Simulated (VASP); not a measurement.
# SrMg (R-3m) in VASP: further runs

Runs on SrMg. Level: LDA. Tasks: electric field gradients.

Everything below comes from runs of VASP 6.6.1. Logs are shortened: lines on timing, memory, paths and dates and some standing lists are left out, and cuts for length are marked.

### 1 The cell of the first run

Symmetry: R-3m, No. 166, trigonal system. The conventional cell has a = 5.460 Å, b = 5.460 Å, c = 6.890 Å, α = 90.00°, β = 90.00°, γ = 120.00°. Sr (site symmetry -3m) has 8 Mg at 3.36 to 3.45 Å and 6 Sr at 3.90 Å within 4.4 Å. Mg (site symmetry -3m) has 8 Sr at 3.36 to 3.45 Å and 6 Mg at 3.90 Å within 4.4 Å.

### 2 Electric field gradients, LDA (equal xy, yz and zx shear strains of +2 %)

Input file INCAR:

```
SYSTEM = SrMg
PREC     = Accurate       ! precision mode
ENCUT    = 520            ! plane-wave cutoff, eV
EDIFF    = 1E-8           ! SCF threshold, eV
ISMEAR   = -1             ! smearing method
SIGMA    = 0.05           ! smearing width, eV
LREAL    = .False.        ! projectors in reciprocal space
LASPH    = .True.         ! aspherical terms in the spheres
NELM     = 80             ! most SCF steps
ALGO     = Normal         ! electronic algorithm
ISIF     = 2              ! what is computed and relaxed
LWAVE    = .False.        ! write WAVECAR
LCHARG   = .False.        ! write CHGCAR
GGA      = CA             ! functional
LEFG     = .True.       
NBANDS   = 13             ! bands
```

Input file KPOINTS:

```
Automatic mesh
0
Gamma
  9 9 9
  0 0 0
```

Input file POSCAR:

```
SrMg
1.0
    3.9000000000      0.0390000000      0.0390000000
    0.0390000000      3.9000000000      0.0390000000
    0.0390000000      0.0390000000      3.9000000000
Sr Mg
1 1
Direct
    0.5000000000      0.5000000000      0.5000000000
    0.0000000000      0.0000000000      0.0000000000
```

Potentials or basis: VASP PAW LDA potentials, release 64 (Sr_sv, Mg).

Command:

```sh
$ cat potpaw_LDA.64/Sr_sv/POTCAR potpaw_LDA.64/Mg/POTCAR > POTCAR
$ mpirun -np 1 vasp_std > vasp.out
```

OUTCAR:

```text
SYSTEM = SrMg
   PREC = Accurate
   ENCUT = 520
   EDIFF = 1E-8
   ISMEAR = -1
   LREAL = .False.
   LASPH = .True.
   NELM = 80
   ISIF = 2
   GGA = CA

 ion  position               nearest neighbor table
   1  0.500  0.500  0.500-   2 3.36   2 3.36   2 3.36   2 3.36   2 3.36   2 3.36   2 3.45   2 3.45

   2  0.000  0.000  0.000-   1 3.36   1 3.36   1 3.36   1 3.36   1 3.36   1 3.36   1 3.45   1 3.45

  LATTYP: Found a trigonal (rhomboedric) cell.
 ALAT       =     3.9003899805
 COS(alpha) =     0.0200959808

  Lattice vectors:

 A1 = (   3.9000000000,   0.0390000000,   0.0390000000)
 A2 = (   0.0390000000,   3.9000000000,   0.0390000000)
 A3 = (   0.0390000000,   0.0390000000,   3.9000000000)

Analysis of symmetry for initial positions (statically):
=====================================================================
 Subroutine PRICEL returns:
 Original cell was already a primitive cell.

 Routine SETGRP: Setting up the symmetry group for a
 trigonal (rhombohedral) supercell.

 Subroutine GETGRP returns: Found 12 space group operations
 (whereof 12 operations were pure point group operations)
 out of a pool of 12 trial point group operations.

The static configuration has the point symmetry D_3d.

Analysis of symmetry for dynamics (positions and initial velocities):
=====================================================================
 Subroutine PRICEL returns:
 Original cell was already a primitive cell.

 Routine SETGRP: Setting up the symmetry group for a
 trigonal (rhombohedral) supercell.

 Subroutine GETGRP returns: Found 12 space group operations
 (whereof 12 operations were pure point group operations)
 out of a pool of 12 trial point group operations.

The dynamic configuration has the point symmetry D_3d.

 Subroutine INISYM returns: Found 12 space group operations
 (whereof 12 operations are pure point group operations),
 and found     1 'primitive' translations

----------------------------------------------------------------------------------------

                                     Primitive cell

  volume of cell :      59.3013

  direct lattice vectors                    reciprocal lattice vectors
     3.900000000  0.039000000  0.039000000     0.256461041 -0.002539218 -0.002539218
     0.039000000  3.900000000  0.039000000    -0.002539218  0.256461041 -0.002539218
     0.039000000  0.039000000  3.900000000    -0.002539218 -0.002539218  0.256461041

  length of vectors
     3.900389981  3.900389981  3.900389981     0.256486180  0.256486180  0.256486180

  position of ions in fractional coordinates (direct lattice)
     0.500000000  0.500000000  0.500000000
     0.000000000  0.000000000  0.000000000

  ion indices of the primitive-cell ions
   primitive index   ion index
                 1           1
                 2           2

----------------------------------------------------------------------------------------

 KPOINTS: Automatic mesh

Automatic generation of k-mesh.
 Grid dimensions read from file:
 generate k-points for:    9    9    9

 Generating k-lattice:

  Cartesian coordinates                     Fractional coordinates (reciprocal lattice)
     0.028495671 -0.000282135 -0.000282135     0.111111111  0.000000000  0.000000000
    -0.000282135  0.028495671 -0.000282135     0.000000000  0.111111111  0.000000000
    -0.000282135 -0.000282135  0.028495671     0.000000000  0.000000000  0.111111111

  Length of vectors
     0.028498464  0.028498464  0.028498464

  Shift w.r.t. Gamma in fractional coordinates (k-lattice)
     0.000000000  0.000000000  0.000000000

 Subroutine IBZKPT returns following result:
 ===========================================

 Found     85 irreducible k-points:

 Following reciprocal coordinates:
            Coordinates               Weight
  0.000000  0.000000  0.000000      1.000000
  0.111111  0.000000  0.000000      6.000000
  0.222222  0.000000  0.000000      6.000000
  0.333333  0.000000  0.000000      6.000000
  0.444444  0.000000  0.000000      6.000000
  0.111111  0.111111  0.000000      6.000000
[... 16 lines left out ...]
 -0.333333  0.333333  0.000000      6.000000
  0.444444  0.444444  0.000000      6.000000
 [... further k-points ...]
   k-points           NKPTS =     85   k-points in BZ     NKDIM =     85   number of bands    NBANDS=     13
   number of dos      NEDOS =    301   number of ions     NIONS =      2
   total plane-waves  NPLWV =  27000
   dimension x,y,z NGX =    30 NGY =   30 NGZ =   30
   dimension x,y,z NGXF=    60 NGYF=   60 NGZF=   60
   ions per type =               1   1
   NGX,Y,Z   is equivalent  to a cutoff of  12.79, 12.79, 12.79 a.u.
   NGXF,Y,Z  is equivalent  to a cutoff of  25.57, 25.57, 25.57 a.u.
 SYSTEM =  SrMg
   PREC   = accura    normal or accurate (medium, high low for compatibility)
   ISTART =      0    job   : 0-new  1-cont  2-samecut
   ICHARG =      2    charge: 1-file 2-atom 10-const
   ISPIN  =      1    spin polarized calculation?
   LNONCOLLINEAR =      F non collinear calculations
   LSORBIT =      F    spin-orbit coupling
   LASPH  =      T    aspherical Exc in radial PAW
   ENCUT  =  520.0 eV  38.22 Ry    6.18 a.u.   7.25  7.25  7.25*2*pi/ulx,y,z
   NELM   =     80;   NELMIN=  2; NELMDL= -5     # of ELM steps
   EDIFF  = 0.1E-07   stopping-criterion for ELM
   LREAL  =      F    real-space projection
   EDIFFG = 0.1E-06   stopping-criterion for IOM
   NSW    =      0    number of steps for IOM
   IBRION =     -1    ionic relax: 0-MD 1-quasi-New 2-CG
   NFREE  =      0    steps in history (QN), initial steepest desc. (CG)
   ISIF   =      2    stress and relaxation
   ISYM   =      2    0-nonsym 1-usesym 2-fastsym
   POTIM  = 0.5000    time-step for ionic-motion
   TEBEG  =    0.0;   TEEND  =   0.0 temperature during run
   PSTRESS=    0.0 pullay stress
   NELECT =      12.0000    total number of electrons
   NUPDOWN=      -1.0000    fix difference up-down
   EMIN   =  10.00;   EMAX   =-10.00  energy-range for DOS
   EFERMI =   0.00;   METHOD = LEGACY
   ISMEAR =    -1;   SIGMA  =   0.05  broadening in eV -4-tet -1-fermi 0-gaus
   EFERMI_NEDOS =   21; number of points for ismear=-14 and -15
   IALGO  =     38    algorithm
   IMIX   =      4    mixing-type and parameters
     AMIX     =   0.40;   BMIX     =  1.00
     AMIX_MAG =   1.60;   BMIX_MAG =  1.00
  volume/ion in A,a.u.               =      29.65       200.09
  Fermi-wavevector in a.u.,A,eV,Ry     =   0.961126  1.816265 12.568569  0.923764
  Thomas-Fermi vector in A             =   2.090471
   LORBIT       =      0    0 simple, 1 ext, 2 COOP (PROOUT), +10 PAW based schemes
   GGA     = CA    functional components
   LHFCALC =     F    Hartree Fock is set to
   AEXX    =    0.0000 exact exchange contribution
   IVDW    =     0    specifies the selected vdW correction
   LEPSILON=     F    determine dielectric tensor
   LRPA    =     F    only Hartree local field effects (RPA)
 non-spin polarized calculation
  energy-cutoff  :      520.00
  volume of cell :       59.30
 maximum number of plane-waves:      1612
 NGX is ok and might be reduce to    30
   NGX = 15   NGY = 15   NGZ = 15

 number of electron      12.0000000 magnetization

 Free energy of the ion-electron system (eV)
  ---------------------------------------------------
  ext. energy  EPLUGINS =         0.00000000
  ---------------------------------------------------
  free energy    TOTEN  =        -3.84176309 eV

  energy without entropy =       -3.83020094  energy(sigma->0) =       -3.83598201

 E-fermi :   2.6162     XC(G=0):  -8.8565

 val. band max:        2.5968639325   @ k =  -0.3333   0.4444   0.2222
 cond. band min:       2.6172359875   @ k =  -0.3333   0.3333   0.2222
 fundamental gap:      0.0203720550
 Fermi energy:         2.6162354054

 k-point     1 :       0.0000    0.0000    0.0000
  band No.  band energies     occupation
      1     -32.7893      2.00000
      2     -14.8460      2.00000
      3     -14.8460      2.00000
      4     -14.8276      2.00000
      5      -2.6450      2.00000
      6       3.2206      0.00001
      7       3.2206      0.00001
      8       7.0690      0.00000
      9       7.0690      0.00000
     10       7.0740      0.00000
     11       7.6141      0.00000
     12       7.6141      0.00000
     13       7.7654      0.00000

 k-point     2 :       0.1111    0.0000    0.0000
  band No.  band energies     occupation
      1     -32.7872      2.00000
      2     -14.8786      2.00000
      3     -14.8427      2.00000
      4     -14.8290      2.00000
      5      -2.4881      2.00000
      6       3.1233      0.00008
      7       3.3070      0.00000
      8       6.4401      0.00000
      9       6.5190      0.00000
     10       6.8169      0.00000
     11       7.7098      0.00000
     12       8.2804      0.00000
     13       8.2893      0.00000

 k-point     3 :       0.2222    0.0000    0.0000
  band No.  band energies     occupation
      1     -32.7819      2.00000
      2     -14.9703      2.00000
      3     -14.8343      2.00000
      4     -14.8219      2.00000
      5      -2.0364      2.00000
      6       2.6315      0.84806
      7       3.5505      0.00000
      8       5.7261      0.00000
      9       5.8442      0.00000
     10       6.8034      0.00000
     11       7.8309      0.00000
     12       9.0540      0.00000
     13       9.1228      0.00000
[... 305 lines left out ...]
 k-point    23 :      -0.3333    0.3333    0.0000
  band No.  band energies     occupation
      1     -32.7628      2.00000
      2     -15.0459      2.00000
      3     -15.0327      2.00000
      4     -14.7981      2.00000
      5      -0.3440      2.00000
      6       1.9941      1.99999
      7       2.8538      0.01715
      8       4.6518      0.00000
      9       5.6435      0.00000
     10       6.2130      0.00000
     11       8.2427      0.00000
     12       8.4706      0.00000
     13      10.6996      0.00000

 k-point    24 :       0.4444    0.4444    0.0000
  band No.  band energies     occupation
      1     -32.7552      2.00000
      2     -15.0906      2.00000
      3     -15.0889      2.00000
      4     -14.7862      2.00000
      5       0.1539      2.00000
      6       2.2831      1.99745
      7       2.9372      0.00326
      8       3.5154      0.00000
      9       5.8088      0.00000
     10       5.9067      0.00000
     11       9.1611      0.00000
     12       9.2747      0.00000
     13       9.4921      0.00000

 [... further k-points ...]
[... 5 lines left out ...]
  --------------------------------------------------------------------------------------
  -------------------------------------------------------------------------------------
  Total        1.2319282      1.2319282      1.2319282     -0.2221908     -0.2221908     -0.2221908
  in kB       33.2836989     33.2836989     33.2836989     -6.0030556     -6.0030556     -6.0030556
  external PRESSURE =      33.2836989 kB  Pullay stress =       0.0000000 kB

 VOLUME and BASIS-vectors are now :
 -----------------------------------------------------------------------------
  energy-cutoff  :      520.00
  volume of cell :       59.30
      direct lattice vectors                 reciprocal lattice vectors
     3.900000000  0.039000000  0.039000000     0.256461041 -0.002539218 -0.002539218
     0.039000000  3.900000000  0.039000000    -0.002539218  0.256461041 -0.002539218
     0.039000000  0.039000000  3.900000000    -0.002539218 -0.002539218  0.256461041

 POSITION                                       TOTAL-FORCE (eV/Angst)
 -----------------------------------------------------------------------------------
      1.98900      1.98900      1.98900        -0.000000     -0.000000      0.000000
      0.00000      0.00000      0.00000         0.000000      0.000000      0.000000
 -----------------------------------------------------------------------------------
    total drift:                                0.000000      0.000000      0.000000

  FREE ENERGIE OF THE ION-ELECTRON SYSTEM (eV)
  ---------------------------------------------------
  free  energy   TOTEN  =        -3.8417630910 eV

  energy  without entropy=       -3.8302009389  energy(sigma->0) =       -3.83598201

 Electric field gradients (V/A^2)
---------------------------------------------------------------------
 ion       V_xx      V_yy      V_zz      V_xy      V_xz      V_yz
---------------------------------------------------------------------
   1       0.000    -0.000     0.000    -0.246    -0.246    -0.246
   2      -0.000    -0.000     0.000    -0.547    -0.547    -0.547
---------------------------------------------------------------------

 Electric field gradients after diagonalization (V/A^2)
 (convention: |V_zz| > |V_xx| > |V_yy|)
----------------------------------------------------------------------
 ion       V_xx      V_yy      V_zz     asymmetry (V_yy - V_xx)/ V_zz
----------------------------------------------------------------------
   1       0.246     0.246    -0.492       0.000
   2       0.547     0.547    -1.093       0.000
----------------------------------------------------------------------

           NMR quadrupolar parameters

 Cq : quadrupolar parameter    Cq=e*Q*V_zz/h
 eta: asymmetry parameters     (V_yy - V_xx)/ V_zz
 Q  : nuclear electric quadrupole moment in mb (millibarn)
----------------------------------------------------------------------
 ion       Cq(MHz)       eta       Q (mb)
----------------------------------------------------------------------
   1      -0.001       0.000       1.000
   2      -0.003       0.000       1.000
----------------------------------------------------------------------
```

Run time: 75 s. Hardware: 1 thread of Intel Xeon Platinum 8375C at 2.90GHz (Ice Lake), shared host; peak memory 0.2 GiB.

Results:

```yaml
Free_energy: -3.8418 eV
Pressure: 3.3 GPa
Band_gap_on_the_k_mesh: zero (band 6 reaches 3.26 eV, above the bottom of band 7 at 1.89 eV)
```

Stress tensor (GPa, compression positive):
```
 3.33 -0.60 -0.60
-0.60  3.33 -0.60
-0.60 -0.60  3.33
```

Electric field gradients, principal values (V/Å²):
| atom | least | middle | greatest (by size) |
| --- | --- | --- | --- |
| 1 Sr | 0.246 | 0.246 | -0.492 |
| 2 Mg | 0.547 | 0.547 | -1.093 |

Caveat: the cell differs from its parent crystal (equal xy, yz and zx shear strains of +2 %); without QUAD_EFG the Cq values of the log hold for a quadrupole moment of 1 mb, not for the nuclei.

(Continued in part 2 of 2.)
